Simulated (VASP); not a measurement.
A run of VASP 6.6.1 is set up as follows.

INCAR

```
  ALGO = Normal
  EDIFF = 1E-6
  ENCUT = 520
  GGA = PS
  ISIF = 2
  ISMEAR = -1
  LASPH = T
  LCHARG = F
  LREAL = F
  LWAVE = F
  NBANDS = 16
  NELM = 80
  PREC = Accurate
  SIGMA = 0.05
```

KPOINTS

```
k-points
0
Gamma
  7 7 7
```

POSCAR

```
HgTe
1.0
    0.0000000000      3.2145000000      3.2145000000
    3.2145000000      0.0000000000      3.2145000000
    3.2145000000      3.2145000000      0.0000000000
Hg Te
1 1
Direct
    0.0000000000      0.0000000000      0.0000000000
    0.7500000000      0.7500000000      0.7500000000
```

Potentials or basis: VASP PAW PBE potentials, release 64 (Hg, Te).

The run is started by

```bash
$ cat potpaw_PBE.64/Hg/POTCAR potpaw_PBE.64/Te/POTCAR > POTCAR
$ mpirun -np 1 vasp_std > vasp.out
```

Q: What does it give for the band gap on the k mesh?

A: Zero (filled and empty bands touch).

Q: Predict the pressure.

A: 1.9 GPa.

Caveat: the PAW data sets were made with another functional, which shifts forces and pressure a little; spin-orbit coupling is left out, which moves the levels of the heavy elements.
